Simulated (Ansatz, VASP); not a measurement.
**Ge2PdF6: VASP beside Ansatz**

File INCAR:

```
SYSTEM = Ge2PdF6
  PREC = Accurate
  ENCUT = 520
  EDIFF = 1E-6
  ISMEAR = 0
  SIGMA = 0.1
  LREAL = .False.
  LASPH = .True.
  NELM = 150
  ALGO = Normal
  ISIF = 2
  LWAVE = .False.
  LCHARG = .False.
  ISPIN = 2
  MAGMOM = 0 0 1 0 0 0 0 0 0
  LORBIT = 11
  LMAXMIX = 4
  GGA = PE
  NBANDS = 54
```

Contents of KPOINTS:

```
Automatic mesh
0
Gamma
  4 4 4
  0 0 0
```

POSCAR

```
Ge2PdF6
1.0
    0.0000000000      3.6922411500      3.6922411500
    3.6922411500      0.0000000000      3.6922411500
    3.6922411500      3.6922411500      0.0000000000
Ge Pd F
2 1 6
Direct
    0.7500000000      0.7500000000      0.7500000000
    0.2500000000      0.2500000000      0.2500000000
    0.0000000000      0.0000000000      0.0000000000
    0.5000000000      0.0000000000      0.0000000000
    0.0000000000      0.5000000000      0.5000000000
    0.0000000000      0.5000000000      0.0000000000
    0.5000000000      0.0000000000      0.5000000000
    0.0000000000      0.0000000000      0.5000000000
    0.5000000000      0.5000000000      0.0000000000
```

Input for Ansatz:

```yaml
crystal:
  lattice:
    - [0.0, 3.69224115, 3.69224115]
    - [3.69224115, 0.0, 3.69224115]
    - [3.69224115, 3.69224115, 0.0]
  atoms:
    - { symbol: Ge, position: [0.75, 0.75, 0.75] }
    - { symbol: Ge, position: [0.25, 0.25, 0.25] }
    - { symbol: Pd, position: [0.0, 0.0, 0.0], spin: 1.0 }
    - { symbol: F, position: [0.5, 0.0, 0.0] }
    - { symbol: F, position: [0.0, 0.5, 0.5] }
    - { symbol: F, position: [0.0, 0.5, 0.0] }
    - { symbol: F, position: [0.5, 0.0, 0.5] }
    - { symbol: F, position: [0.0, 0.0, 0.5] }
    - { symbol: F, position: [0.5, 0.5, 0.0] }
basis:
  ecutwfc: 420
kpoints:
  mp_grid: { grid: [4, 4, 4] }
hamiltonian:
  xc: pbe
scf:
  occupations: { method: gaussian, width: 0.1 }
  lower_state_search: "off"
output:
  forces: true
  stress: true
  eigenvalues: true
  populations: true
magnetization:
  spin_polarized: true
```

Change from the starting cell: ordered vacancies on the A sites of perovskite (Fm-3m, No. 225).

Alike in both runs: task single point; functional PBE; k mesh 4 × 4 × 4; occupations gaussian, width 0.1 eV; collinear spin.

```csv
,VASP,Ansatz
version,VASP 6.6.1,Ansatz 0.2.0
potentials or method,"VASP PAW PBE potentials, release 64 (Ge_d, Pd, F), cutoff 520 eV","scalar-relativistic, plane waves, PAW"
valence electrons in the cell,80,88
```

|  | VASP | Ansatz | Ansatz less VASP |
| --- | --- | --- | --- |
| gap on the k mesh at the Fermi level (eV) | none | none | - |
| net moment per atom (μB) | 0.00 | 0.00 | 0.000 |

A gap of «none» marks a metal or a gap that the smearing closes. VASP's potentials hold 80 valence electrons a cell and Ansatz's 88, so a difference there can come from the potentials and not from the codes. Ansatz's warnings: seeded moment not kept.

The k mesh is coarse, so the values compare programs but aren't converged.
